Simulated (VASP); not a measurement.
Input of a VASP 6.6.1 run:

The input INCAR:

```
ALGO = Normal
EDIFF = 1E-7
ENCUT = 520
GGA = RE
ISIF = 2
ISMEAR = -1
LASPH = T
LCHARG = F
LREAL = F
LWAVE = F
NBANDS = 36
NELM = 80
PREC = Accurate
SIGMA = 0.05
```

KPOINTS

```
k-points
0
Gamma
  10 10 2
```

The input POSCAR:

```
SiC
1.0
    3.0950000000      0.0000000000      0.0000000000
   -1.5475000000      2.6803486247      0.0000000000
    0.0000000000      0.0000000000     15.1700000000
Si C
6 6
Direct
    0.6666666667      0.3333333333      0.4583000000
    0.3333333333      0.6666666667      0.9583000000
    0.6666666667      0.3333333333      0.7917000000
    0.3333333333      0.6666666667      0.2917000000
    0.0000000000      0.0000000000      0.6250000000
    0.0000000000      0.0000000000      0.1250000000
    0.6666666667      0.3333333333      0.3333000000
    0.3333333333      0.6666666667      0.8333000000
    0.6666666667      0.3333333333      0.6667000000
    0.3333333333      0.6666666667      0.1667000000
    0.0000000000      0.0000000000      0.5000000000
    0.0000000000      0.0000000000      0.0000000000
```

Potentials or basis: VASP PAW PBE potentials, release 64 (Si, C).

Run with:

```bash
$ cat potpaw_PBE.64/Si/POTCAR potpaw_PBE.64/C/POTCAR > POTCAR
$ mpirun -np 1 vasp_std > vasp.out
```

Task: Predict the band gap on the k mesh.

Result: 2.03 eV (least direct gap 3.12 eV).

Task: What does it give for the largest force?

Result: 0.141 eV/Å.

Stress tensor (GPa, compression positive):
```
2.00 0.00 0.00
0.00 2.00 0.00
0.00 0.00 2.74
```

Caveat: the PAW data sets were made with another functional, which shifts forces and pressure a little. Expect the measured gap to be larger: semilocal functionals such as revPBE lack the derivative discontinuity.
